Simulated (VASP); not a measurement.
# SnO (P4/nmm) in VASP: further runs

The runs below take SnO through electric field gradients, with PBE.

Program: VASP 6.6.1. These are calculated values, not measurements. Logs are shortened: lines on timing, memory, paths and dates and some standing lists are left out, and cuts for length are marked.

**1. The cell of the first run**

It takes space group P4/nmm (No. 129, tetragonal). Conventional cell: a = 3.751 Å, b = 3.751 Å, c = 4.771 Å, α = 90.00°, β = 90.00°, γ = 90.00°. Sn (site symmetry 4mm) has 4 O at 2.19 Å within 2.9 Å. O (site symmetry -4m2) has 4 Sn at 2.19 Å and 4 O at 2.65 Å within 2.9 Å.

**2. Electric field gradients, PBE (volume scaled by 0.96)**

File INCAR:

```
  ALGO = Normal
  EDIFF = 1E-8
  ENCUT = 520
  GGA = PE
  ISIF = 2
  ISMEAR = -1
  LASPH = T
  LCHARG = F
  LEFG = T
  LREAL = F
  LWAVE = F
  NBANDS = 28
  NELM = 60
  PREC = Accurate
  SIGMA = 0.01
```

File KPOINTS:

```
k-points
0
Gamma
  8 8 6
```

File POSCAR:

```
SnO
1.0
    3.7506153226      0.0000000000      0.0000000000
    0.0000000000      3.7506153226      0.0000000000
    0.0000000000      0.0000000000      4.7706406366
Sn O
2 2
Direct
    0.0000000000      0.5000000000      0.2385000000
    0.5000000000      0.0000000000      0.7615000000
    0.0000000000      0.0000000000      0.0000000000
    0.5000000000      0.5000000000      0.0000000000
```

Potentials or basis: VASP PAW PBE potentials, release 64 (Sn_d, O).

Command:

```
cat potpaw_PBE.64/Sn_d/POTCAR potpaw_PBE.64/O/POTCAR > POTCAR
mpirun -np 1 vasp_std > vasp.out
```

OUTCAR:

```text
EDIFF = 1E-8
   ENCUT = 520
   GGA = PE
   ISIF = 2
   ISMEAR = -1
   LASPH = T
   LREAL = F
   NELM = 60
   PREC = Accurate

 ion  position               nearest neighbor table
   1  0.000  0.500  0.239-   3 2.19   4 2.19   3 2.19   4 2.19   2 3.49   2 3.49   2 3.49   2 3.49
                             2 3.64   2 3.64   2 3.64   2 3.64
   2  0.500  0.000  0.761-   3 2.19   4 2.19   4 2.19   3 2.19   1 3.49   1 3.49   1 3.49   1 3.49
                             1 3.64   1 3.64   1 3.64   1 3.64
   3  0.000  0.000  0.000-   1 2.19   2 2.19   1 2.19   2 2.19
   4  0.500  0.500  0.000-   1 2.19   2 2.19   2 2.19   1 2.19

  LATTYP: Found a simple tetragonal cell.
 ALAT       =     3.7506153226
 C/A-ratio  =     1.2719621252

  Lattice vectors:

 A1 = (   3.7506153226,   0.0000000000,   0.0000000000)
 A2 = (   0.0000000000,   3.7506153226,   0.0000000000)
 A3 = (   0.0000000000,   0.0000000000,   4.7706406366)

Analysis of symmetry for initial positions (statically):
=====================================================================
 Subroutine PRICEL returns:
 Original cell was already a primitive cell.

 Routine SETGRP: Setting up the symmetry group for a
 simple tetragonal supercell.

 Subroutine GETGRP returns: Found 16 space group operations
 (whereof  8 operations were pure point group operations)
 out of a pool of 16 trial point group operations.

The static configuration has the point symmetry D_2d.
 The point group associated with its full space group is D_4h.

Analysis of symmetry for dynamics (positions and initial velocities):
=====================================================================
 Subroutine PRICEL returns:
 Original cell was already a primitive cell.

 Routine SETGRP: Setting up the symmetry group for a
 simple tetragonal supercell.

 Subroutine GETGRP returns: Found 16 space group operations
 (whereof  8 operations were pure point group operations)
 out of a pool of 16 trial point group operations.

The dynamic configuration has the point symmetry D_2d.
 The point group associated with its full space group is D_4h.

 Subroutine INISYM returns: Found 16 space group operations
 (whereof  8 operations are pure point group operations),
 and found     1 'primitive' translations

----------------------------------------------------------------------------------------

                                     Primitive cell

  volume of cell :      67.1092

  direct lattice vectors                    reciprocal lattice vectors
     3.750615323  0.000000000  0.000000000     0.266622918  0.000000000  0.000000000
     0.000000000  3.750615323  0.000000000     0.000000000  0.266622918  0.000000000
     0.000000000  0.000000000  4.770640637     0.000000000  0.000000000  0.209615453

  length of vectors
     3.750615323  3.750615323  4.770640637     0.266622918  0.266622918  0.209615453

  position of ions in fractional coordinates (direct lattice)
     0.000000000  0.500000000  0.238500000
     0.500000000  0.000000000  0.761500000
     0.000000000  0.000000000  0.000000000
     0.500000000  0.500000000  0.000000000

  ion indices of the primitive-cell ions
   primitive index   ion index
                 1           1
                 2           2
                 3           3
                 4           4

----------------------------------------------------------------------------------------

 KPOINTS: k-points

Automatic generation of k-mesh.
 Grid dimensions read from file:
 generate k-points for:    8    8    6

 Generating k-lattice:

  Cartesian coordinates                     Fractional coordinates (reciprocal lattice)
     0.033327865  0.000000000  0.000000000     0.125000000  0.000000000  0.000000000
     0.000000000  0.033327865  0.000000000     0.000000000  0.125000000  0.000000000
     0.000000000  0.000000000  0.034935909     0.000000000  0.000000000  0.166666667

  Length of vectors
     0.033327865  0.033327865  0.034935909

  Shift w.r.t. Gamma in fractional coordinates (k-lattice)
[... 37 lines left out ...]
   dimension x,y,z NGX =    28 NGY =   28 NGZ =   36
   dimension x,y,z NGXF=    56 NGYF=   56 NGZF=   72
   ions per type =               2   2
   NGX,Y,Z   is equivalent  to a cutoff of  12.41, 12.41, 12.55 a.u.
   NGXF,Y,Z  is equivalent  to a cutoff of  24.82, 24.82, 25.09 a.u.
 SYSTEM =  unknown system
   PREC   = accura    normal or accurate (medium, high low for compatibility)
   ISTART =      0    job   : 0-new  1-cont  2-samecut
   ICHARG =      2    charge: 1-file 2-atom 10-const
   ISPIN  =      1    spin polarized calculation?
   LNONCOLLINEAR =      F non collinear calculations
   LSORBIT =      F    spin-orbit coupling
   LASPH  =      T    aspherical Exc in radial PAW
   ENCUT  =  520.0 eV  38.22 Ry    6.18 a.u.   6.97  6.97  8.87*2*pi/ulx,y,z
   NELM   =     60;   NELMIN=  2; NELMDL= -5     # of ELM steps
   EDIFF  = 0.1E-07   stopping-criterion for ELM
   LREAL  =      F    real-space projection
   EDIFFG = 0.1E-06   stopping-criterion for IOM
   NSW    =      0    number of steps for IOM
   IBRION =     -1    ionic relax: 0-MD 1-quasi-New 2-CG
   NFREE  =      0    steps in history (QN), initial steepest desc. (CG)
   ISIF   =      2    stress and relaxation
   ISYM   =      2    0-nonsym 1-usesym 2-fastsym
   POTIM  = 0.5000    time-step for ionic-motion
   TEBEG  =    0.0;   TEEND  =   0.0 temperature during run
   PSTRESS=    0.0 pullay stress
   NELECT =      40.0000    total number of electrons
   NUPDOWN=      -1.0000    fix difference up-down
   EMIN   =  10.00;   EMAX   =-10.00  energy-range for DOS
   EFERMI =   0.00;   METHOD = LEGACY
   ISMEAR =    -1;   SIGMA  =   0.01  broadening in eV -4-tet -1-fermi 0-gaus
   EFERMI_NEDOS =   21; number of points for ismear=-14 and -15
   IALGO  =     38    algorithm
   IMIX   =      4    mixing-type and parameters
     AMIX     =   0.40;   BMIX     =  1.00
     AMIX_MAG =   1.60;   BMIX_MAG =  1.00
  volume/ion in A,a.u.               =      16.78       113.22
  Fermi-wavevector in a.u.,A,eV,Ry     =   1.377741  2.603553 25.826174  1.898170
  Thomas-Fermi vector in A             =   2.502866
   LORBIT       =      0    0 simple, 1 ext, 2 COOP (PROOUT), +10 PAW based schemes
   GGA     = PE    functional components
   LHFCALC =     F    Hartree Fock is set to
   AEXX    =    0.0000 exact exchange contribution
   IVDW    =     0    specifies the selected vdW correction
   LEPSILON=     F    determine dielectric tensor
   LRPA    =     F    only Hartree local field effects (RPA)
 non-spin polarized calculation
  energy-cutoff  :      520.00
  volume of cell :       67.11
 maximum number of plane-waves:      1828
 NGX is ok and might be reduce to    28
   NGX = 13   NGY = 13   NGZ = 17

 number of electron      40.0000016 magnetization

 Free energy of the ion-electron system (eV)
  ---------------------------------------------------
  ext. energy  EPLUGINS =         0.00000000
  ---------------------------------------------------
  free energy    TOTEN  =       -22.55102361 eV

  energy without entropy =      -22.55085363  energy(sigma->0) =      -22.55093862

 E-fermi :   7.8697     XC(G=0): -10.4782

 val. band max:        7.8619482586   @ k =   0.1250   0.0000   0.0000
 cond. band min:       7.8786620866   @ k =   0.0000   0.0000   0.0000
 fundamental gap:      0.0167138280
 Fermi energy:         7.8696986421

 k-point     1 :       0.0000    0.0000    0.0000
  band No.  band energies     occupation
      1     -14.4492      2.00000
      2     -13.9177      2.00000
      3     -13.9177      2.00000
      4     -13.9129      2.00000
      5     -13.8568      2.00000
      6     -13.8549      2.00000
[... 733 lines left out ...]
     27      16.4945      0.00000
     28      16.4945      0.00000

 [... further k-points ...]
[... 5 lines left out ...]
  --------------------------------------------------------------------------------------
  -------------------------------------------------------------------------------------
  Total        4.0976135      4.0976135      3.1636288      0.0000000      0.0000000      0.0000000
  in kB       97.8272453     97.8272453     75.5291085      0.0000000      0.0000000      0.0000000
  external PRESSURE =      90.3945330 kB  Pullay stress =       0.0000000 kB

 VOLUME and BASIS-vectors are now :
 -----------------------------------------------------------------------------
  energy-cutoff  :      520.00
  volume of cell :       67.11
      direct lattice vectors                 reciprocal lattice vectors
     3.750615323  0.000000000  0.000000000     0.266622918  0.000000000  0.000000000
     0.000000000  3.750615323  0.000000000     0.000000000  0.266622918  0.000000000
     0.000000000  0.000000000  4.770640637     0.000000000  0.000000000  0.209615453

 POSITION                                       TOTAL-FORCE (eV/Angst)
 -----------------------------------------------------------------------------------
      0.00000      1.87531      1.13780         0.000000      0.000000      1.073108
      1.87531      0.00000      3.63284        -0.000000      0.000000     -1.073108
      0.00000      0.00000      0.00000         0.000000      0.000000      0.000000
      1.87531      1.87531      0.00000         0.000000     -0.000000      0.000000
 -----------------------------------------------------------------------------------
    total drift:                                0.000000      0.000000      0.000000

  FREE ENERGIE OF THE ION-ELECTRON SYSTEM (eV)
  ---------------------------------------------------
  free  energy   TOTEN  =       -22.5510236063 eV

  energy  without entropy=      -22.5508536318  energy(sigma->0) =      -22.55093862

 Electric field gradients (V/A^2)
---------------------------------------------------------------------
 ion       V_xx      V_yy      V_zz      V_xy      V_xz      V_yz
---------------------------------------------------------------------
   1      85.789    85.789  -171.577    -0.000    -0.000    -0.000
   2      85.789    85.789  -171.577    -0.000     0.000     0.000
   3      -1.357    -1.357     2.714     0.000     0.000    -0.000
   4      -1.357    -1.357     2.714    -0.000    -0.000    -0.000
---------------------------------------------------------------------

 Electric field gradients after diagonalization (V/A^2)
 (convention: |V_zz| > |V_xx| > |V_yy|)
----------------------------------------------------------------------
 ion       V_xx      V_yy      V_zz     asymmetry (V_yy - V_xx)/ V_zz
----------------------------------------------------------------------
   1      85.789    85.789  -171.577       0.000
   2      85.789    85.789  -171.577       0.000
   3      -1.357    -1.357     2.714       0.000
   4      -1.357    -1.357     2.714       0.000
----------------------------------------------------------------------

           NMR quadrupolar parameters

 Cq : quadrupolar parameter    Cq=e*Q*V_zz/h
 eta: asymmetry parameters     (V_yy - V_xx)/ V_zz
 Q  : nuclear electric quadrupole moment in mb (millibarn)
----------------------------------------------------------------------
 ion       Cq(MHz)       eta       Q (mb)
----------------------------------------------------------------------
   1      -0.415       0.000       1.000
   2      -0.415       0.000       1.000
   3       0.007       0.000       1.000
   4       0.007       0.000       1.000
----------------------------------------------------------------------
```

Wall time 2.6 min (1 thread of AMD EPYC 7R43 (Zen 3), shared host); peak memory 0.19 GiB.

Results:

* Free energy: -22.5510 eV
* Pressure: 9.0 GPa
* Largest force: 1.073 eV/Å
* Band gap on the k mesh: zero (band 20 reaches 7.88 eV, above the bottom of band 21 at 7.75 eV)

Forces on the atoms (eV/Å):
```
Sn   0.000  0.000  1.073
Sn   0.000  0.000 -1.073
O    0.000  0.000  0.000
O    0.000  0.000  0.000
```

Stress tensor (GPa, compression positive):
```
9.78 0.00 0.00
0.00 9.78 0.00
0.00 0.00 7.55
```

Electric field gradients, principal values (V/Å²):
| atom | least | middle | greatest (by size) |
| --- | --- | --- | --- |
| 1 Sn | 85.789 | 85.789 | -171.577 |
| 2 Sn | 85.789 | 85.789 | -171.577 |
| 3 O | -1.357 | -1.357 | 2.714 |
| 4 O | -1.357 | -1.357 | 2.714 |

Caveat: without QUAD_EFG the Cq values of the log hold for a quadrupole moment of 1 mb, not for the nuclei; spin-orbit coupling is left out, which moves the levels of the heavy elements; forces of over 1 eV/Å act on the atoms, so gaps and moduli don't describe the material at rest.

(Part 1 of 2 ends here.)
